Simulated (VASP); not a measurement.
A run of VASP 6.6.1 is set up as follows.

INCAR

```
SYSTEM = SiC
ALGO     = Normal         ! electronic algorithm
EDIFF    = 1E-6           ! SCF threshold, eV
ENCUT    = 520            ! plane-wave cutoff, eV
ISIF     = 2              ! what is computed and relaxed
ISMEAR   = -1             ! smearing method
LASPH    = .True.         ! aspherical terms in the spheres
LCHARG   = .False.        ! write CHGCAR
LREAL    = .False.        ! projectors in reciprocal space
LWAVE    = .False.        ! write WAVECAR
NBANDS   = 26             ! bands
NELM     = 60             ! most SCF steps
PREC     = Accurate       ! precision mode
SIGMA    = 0.05           ! smearing width, eV
```

KPOINTS

```
k-points
0
Gamma
  10 10 3
  0 0 0
```

Contents of POSCAR:

```
SiC
1.0
    3.0960635787      0.0000000000      0.0000000000
   -1.5480317893      2.6812697109      0.0000000000
    0.0000000000      0.0000000000     10.1373414467
Si C
4 4
Direct
    0.0000000000      0.0000000000      0.1878943800
    0.0000000000      0.0000000000      0.6878943800
    0.3333333333      0.6666666667      0.4378419800
    0.6666666667      0.3333333333      0.9378419800
    0.0000000000      0.0000000000      0.0004600500
    0.0000000000      0.0000000000      0.5004600500
    0.3333333333      0.6666666667      0.2498025900
    0.6666666667      0.3333333333      0.7498025900
```

Potentials or basis: VASP PAW LDA potentials, release 64 (Si, C).

Command:

```sh
$ cat potpaw_LDA.64/Si/POTCAR potpaw_LDA.64/C/POTCAR > POTCAR
$ mpirun -np 1 vasp_std > vasp.out
```

(1) What does it give for the largest force?

(2) What does it give for the band gap on the k mesh?

(3) Estimate the pressure.

Answers

(1) 0.011 eV/Å.

(2) 2.16 eV, indirect (least direct gap 3.28 eV).

(3) -7.5 GPa.
